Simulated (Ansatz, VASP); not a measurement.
**AgI in VASP and in Ansatz**

Contents of POSCAR:

```
AgI
1.0
    3.3843078620      3.3843078620      0.0000000000
   -3.3843078620      3.3843078620      0.0000000000
    0.0000000000      3.3843078620      3.3843078620
Ag I
1 1
Direct
    0.0000000000      0.0000000000      0.0000000000
    0.7500000000      0.2500000000      0.5000000000
```

The input INCAR.step1:

```
SYSTEM = AgI
ALGO = Normal ; EDIFF = 1E-5
ENCUT = 550 ; GGA = PE
GGA_COMPAT = .FALSE. ; ISMEAR = 0
LASPH = .TRUE. ; LCHARG = .FALSE.
LREAL = .FALSE. ; LWAVE = .TRUE.
NBANDS = 16 ; NELM = 120
PREC = Accurate ; SIGMA = 0.01
```

INCAR.step2

```
SYSTEM = AgI
ALGO = Normal ; EDIFF = 1E-6
ENCUT = 550 ; GGA_COMPAT = .FALSE.
ISIF = 2 ; ISMEAR = 0
ISTART = 1 ; LASPH = .TRUE.
LCHARG = .FALSE. ; LMIXTAU = .TRUE.
LREAL = .FALSE. ; LWAVE = .FALSE.
METAGGA = R2SCAN ; NBANDS = 16
NELM = 120 ; PREC = Accurate
SIGMA = 0.01
```

The input KPOINTS:

```
k-points
0
G
  6 6 6
  0 0 0
```

Input for Ansatz:

```yaml
crystal:
  lattice:
    - [3.38430786203, 3.38430786203, 0.0]
    - [-3.38430786203, 3.38430786203, 0.0]
    - [0.0, 3.38430786203, 3.38430786203]
  atoms:
    - { symbol: Ag, position: [0.0, 0.0, 0.0] }
    - { symbol: I, position: [0.75, 0.25, 0.5] }
kpoints:
  mp_grid: { grid: [6, 6, 6] }
scf:
  occupations: { method: fixed }
  convergence: { dr2_threshold: 1.0e-10 }
hamiltonian:
  xc: r2scan
  pseudopotentials: { kind: paw }
output:
  forces: true
  stress: true
  eigenstates:
    kpoints:
      - [0.0, 0.0, 0.0]
      - [-0.5, -0.5, -0.5]
      - [-0.5, 0.5, 0.0]
      - [0.0, 0.0, -0.5]
      - [0.0, -0.5, -0.5]
      - [0.0, 0.5, 0.0]
      - [-0.5, 0.0, 0.0]
      - [-0.5, 0.0, -0.5]
  eigenvalues: true
```

Alike in both runs: task single point; functional r2SCAN; k mesh 6 × 6 × 6; no spin polarisation.

|  | VASP | Ansatz |
| --- | --- | --- |
| version | VASP 6.6.1 | Ansatz 0.2.0 |
| potentials or method | VASP PAW PBE potentials, release 64 (Ag, I) | PAW with Ansatz's default frozen-core files, scalar-relativistic |
| plane-wave cutoff (eV) | 550 | 500 |
| occupations | gaussian, width 0.01 eV | fixed |
| valence electrons in the cell | 18 | 36 |

```tsv
	VASP	Ansatz	Ansatz less VASP
gap on the k mesh at the Fermi level (eV)	1.80	1.83	+0.033
pressure (GPa)	-2.1	-2.0	+0.09
```

VASP's potentials were made for PBE, not for r2SCAN. VASP's potentials hold 18 valence electrons a cell and Ansatz's 36, so a difference there can come from the potentials and not from the codes.

Spin-orbit coupling is off throughout.
